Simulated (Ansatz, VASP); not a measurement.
AlIn2N3 in VASP and in Ansatz

The input INCAR:

```
SYSTEM = AlIn2N3
PREC = Accurate
ENCUT = 520
EDIFF = 1E-6
ISMEAR = 0
SIGMA = 0.02
LREAL = .FALSE.
LASPH = .TRUE.
NELM = 100
ALGO = Normal
ISIF = 2
LWAVE = .FALSE.
LCHARG = .FALSE.
GGA = PE
NBANDS = 56
```

Contents of KPOINTS:

```
regular mesh
0
G
  6 6 6
  0 0 0
```

The input POSCAR:

```
AlIn2N3
1.0
    5.1342541210     -2.9546434311      0.0000000000
    5.1342541210      2.9546434311      0.0000000000
    0.0000000000      0.0000000000      5.4864116521
Al In N
2 4 6
Direct
    0.3410809010      0.6589190990      0.9892189056
    0.6589190990      0.3410809010      0.4892189056
    0.9882470843      0.3354990360      0.9871927035
    0.6645009640      0.0117529157      0.9871927035
    0.0117529157      0.6645009640      0.4871927035
    0.3354990360      0.9882470843      0.4871927035
    0.9692514474      0.3328755651      0.3854603358
    0.6671244349      0.0307485526      0.3854603358
    0.0307485526      0.6671244349      0.8854603358
    0.3328755651      0.9692514474      0.8854603358
    0.3684052965      0.6315947035      0.3374750159
    0.6315947035      0.3684052965      0.8374750159
```

Input for Ansatz:

```yaml
crystal:
  lattice:
    - [5.134254121, -2.9546434311, 0.0]
    - [5.134254121, 2.9546434311, 0.0]
    - [0.0, 0.0, 5.4864116521]
  atoms:
    - { symbol: Al, position: [0.341080901, 0.658919099, 0.9892189056] }
    - { symbol: Al, position: [0.658919099, 0.341080901, 0.4892189056] }
    - { symbol: In, position: [0.9882470843, 0.335499036, 0.9871927035] }
    - { symbol: In, position: [0.664500964, 0.0117529157, 0.9871927035] }
    - { symbol: In, position: [0.0117529157, 0.664500964, 0.4871927035] }
    - { symbol: In, position: [0.335499036, 0.9882470843, 0.4871927035] }
    - { symbol: "N", position: [0.9692514474, 0.3328755651, 0.3854603358] }
    - { symbol: "N", position: [0.6671244349, 0.0307485526, 0.3854603358] }
    - { symbol: "N", position: [0.0307485526, 0.6671244349, 0.8854603358] }
    - { symbol: "N", position: [0.3328755651, 0.9692514474, 0.8854603358] }
    - { symbol: "N", position: [0.3684052965, 0.6315947035, 0.3374750159] }
    - { symbol: "N", position: [0.6315947035, 0.3684052965, 0.8374750159] }
basis:
  ecutwfc: 420
kpoints:
  mp_grid: { grid: [6, 6, 6] }
  band_path: { path: [VBM, CBM], npoints: 2 }
hamiltonian:
  xc: pbe
scf:
  occupations: { method: gaussian, width: 0.02 }
output:
  forces: true
  stress: true
  eigenvalues: true
checkpoint:
  read: start.run
  write: ck
  compress: false
  write_wavefunctions: false
  write_every: 100000
```

Alike in both runs: task single point; functional PBE; k mesh 6 × 6 × 6; occupations gaussian, width 0.02 eV; no spin polarisation.

|  | VASP | Ansatz |
| --- | --- | --- |
| version | VASP 6.6.1 | Ansatz 0.2.0 |
| potentials or method | VASP PAW PBE potentials, release 64 (Al, In_d, N), cutoff 520 eV | scalar-relativistic, plane waves, PAW |
| valence electrons in the cell | 88 | 88 |

|  | VASP | Ansatz | Ansatz less VASP |
| --- | --- | --- | --- |
| gap on the k mesh at the Fermi level (eV) | 0.91 | 0.91 | +0.003 |
| least direct gap on the mesh (eV) | 0.91 | 0.91 | +0.003 |
| pressure (GPa) | 1.1 | 1.0 | -0.07 |
| rms of the force components (eV/Å) | 0.013 | 0.002 | -0.0104 |

Atom by atom the forces differ by 0.015 eV/Å (rms over components).
